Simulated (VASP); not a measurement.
Set up this calculation in VASP 6.6.1, as the native input.

* Task: single point
* Functional: r2SCAN
* Potentials or basis: VASP PAW PBE potentials, release 64 (Na_pv, Cl)
* Cutoff: 520 eV
* k mesh: 8 × 8 × 8
* Occupations: gaussian, width 0.01 eV
* Spin: no spin polarisation
* Dipole correction: no
* Further INCAR settings: ALGO = Normal; EDIFF = 1e-06; NBANDS = 14

Crystal: NaCl.

```xyz
2
Lattice="3.4598 -0.0302 -0.0302 -0.0302 3.4598 -0.0302 -0.0302 -0.0302 3.4598" Properties=species:S:1:pos:R:3 pbc="T T T"
Na    0.0000    0.0000    0.0000
Cl    1.6997    1.6997    1.6997
```

This cell differs from its parent crystal: epitaxial 111 strain +0.9%.

The input as run:

POSCAR

```
NaCl
1.0
    3.4597877194     -0.0302020726     -0.0302020726
   -0.0302020726      3.4597877194     -0.0302020726
   -0.0302020726     -0.0302020726      3.4597877194
Na Cl
1 1
Direct
    0.0000000000      0.0000000000      0.0000000000
    0.5000000000      0.5000000000      0.5000000000
```

INCAR.step1

```
ALGO     = Normal         # electronic algorithm
EDIFF    = 1E-4           # SCF threshold, eV
ENCUT    = 520            # plane-wave cutoff, eV
GGA      = PE             # functional
ISMEAR   = 0              # smearing method
LASPH    = T              # aspherical terms in the spheres
LCHARG   = F              # write CHGCAR
LREAL    = F              # projectors in reciprocal space
LWAVE    = T              # write WAVECAR
NBANDS   = 14             # bands
NELM     = 80             # most SCF steps
PREC     = Accurate       # precision mode
SIGMA    = 0.01           # smearing width, eV
```

INCAR.step2

```
ALGO     = Normal         # electronic algorithm
EDIFF    = 1E-6           # SCF threshold, eV
ENCUT    = 520            # plane-wave cutoff, eV
ISIF     = 2              # what is computed and relaxed
ISMEAR   = 0              # smearing method
ISTART   = 1            
LASPH    = T              # aspherical terms in the spheres
LCHARG   = F              # write CHGCAR
LMIXTAU  = T            
LREAL    = F              # projectors in reciprocal space
LWAVE    = F              # write WAVECAR
METAGGA  = R2SCAN         # meta-GGA
NBANDS   = 14             # bands
NELM     = 80             # most SCF steps
PREC     = Accurate       # precision mode
SIGMA    = 0.01           # smearing width, eV
```

KPOINTS

```
k-points
0
Gamma
  8 8 8
```

Potentials or basis: VASP PAW PBE potentials, release 64 (Na_pv, Cl).

The run is started by

```console
$ cat potpaw_PBE.64/Na_pv/POTCAR potpaw_PBE.64/Cl/POTCAR > POTCAR
$ cp INCAR.step1 INCAR
$ mpirun -np 1 vasp_std > vasp.out
$ cp INCAR.step2 INCAR
$ mpirun -np 1 vasp_std > vasp.out
```

It gave:

```json
{
 "Pressure": "-0.2 GPa",
 "Band gap on the k mesh": "4.95 eV (least direct gap 5.46 eV)"
}
```

Caveat: the cell differs from its parent crystal (epitaxial 111 strain +0.9%); the structure was generated, so it needn't be the stable form of NaCl; the PAW data sets were made with another functional, which shifts forces and pressure a little.

Wall time 93 s on 1 thread of Intel(R) Xeon(R) Platinum 8259CL CPU @ 2.50GHz (Skylake/Cascade Lake) (shared host), peak memory 0.17 GiB.
